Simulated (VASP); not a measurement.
Write the native input for VASP 6.6.1 that does the following.

| Item | Value |
| --- | --- |
| Task | single point |
| Functional | PBE |
| Potentials or basis | VASP PAW PBE potentials, release 64 (Ga_d) |
| Cutoff | 520 eV |
| k mesh | 10 × 10 × 10 |
| Occupations | methfessel-paxton, width 0.05 eV |
| Spin | no spin polarisation |
| Dipole correction | no |
| Further INCAR settings | ALGO = Normal; EDIFF = 1e-06; NBANDS = 12 |

The structure of Ga lies in POSCAR:

```
Ga
1.0
    2.4117778027      0.0000000000      0.0000000000
    0.0000000000      2.4117778027      0.0000000000
    0.0000000000      0.0000000000      2.4117778027
Ga
1
Direct
    0.0000000000      0.0000000000      0.0000000000
```

These files were run (other wordings do the same):

INCAR

```
SYSTEM = Ga
PREC = Accurate
ENCUT = 520
EDIFF = 1E-6
ISMEAR = 1
SIGMA = 0.05
LREAL = .FALSE.
LASPH = .TRUE.
NELM = 100
ALGO = Normal
ISIF = 2
LWAVE = .FALSE.
LCHARG = .FALSE.
GGA = PE
NBANDS = 12
```

KPOINTS

```
regular mesh
0
G
  10 10 10
  0 0 0
```

Potentials or basis: VASP PAW PBE potentials, release 64 (Ga_d).

Command:

```bash
$ cat potpaw_PBE.64/Ga_d/POTCAR > POTCAR
$ mpirun -np 1 vasp_std > vasp.out
```

Results of the run:

- Pressure: 40.3 GPa

It took 10 s on 1 thread of Intel Xeon 8259CL, with other jobs on the host, peak memory 0.12 GiB.
